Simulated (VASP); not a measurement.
Here is a VASP 6.6.1 calculation.

INCAR

```
  PREC = Accurate
  ENCUT = 520
  EDIFF = 1E-6
  ISMEAR = 0
  SIGMA = 0.05
  LREAL = F
  LASPH = T
  NELM = 100
  ALGO = Normal
  ISIF = 2
  LWAVE = F
  LCHARG = T
  GGA = PS
  LELF = T
  LVHAR = T
  NBANDS = 11
```

KPOINTS

```
Automatic mesh
0
Gamma
  10 10 10
```

Contents of POSCAR:

```
AlN
1.0
    0.0000000000      2.1839935596      2.1839935596
    2.1839935596      0.0000000000      2.1839935596
    2.1839935596      2.1839935596      0.0000000000
Al N
1 1
Direct
   -0.0242825847      0.0000000000      0.0000000000
    0.7500000000      0.7500000000      0.7500000000
```

Potentials or basis: VASP PAW PBE potentials, release 64 (Al, N).

The run is started by

```sh
$ cat potpaw_PBE.64/Al/POTCAR potpaw_PBE.64/N/POTCAR > POTCAR
$ mpirun -np 1 vasp_std > vasp.out
```

Task: Predict the pressure.

Result: 2.0 GPa.

Task: What does it give for the largest force?

Result: 1.125 eV/Å.

Task: What does it give for the band gap on the k mesh?

Result: 2.99 eV, indirect (least direct gap 3.93 eV).

Stress tensor (GPa, compression positive):
```
2.42 3.89 3.89
3.89 1.85 0.84
3.89 0.84 1.85
```

Caveat: the cell differs from its parent crystal (all Al atoms moved +0.075 Å, as atom 1 towards its neighbour atom 1 (Al) at 3.089 Å); the PAW data sets were made with another functional, which shifts forces and pressure a little. A k mesh can miss the band edges.
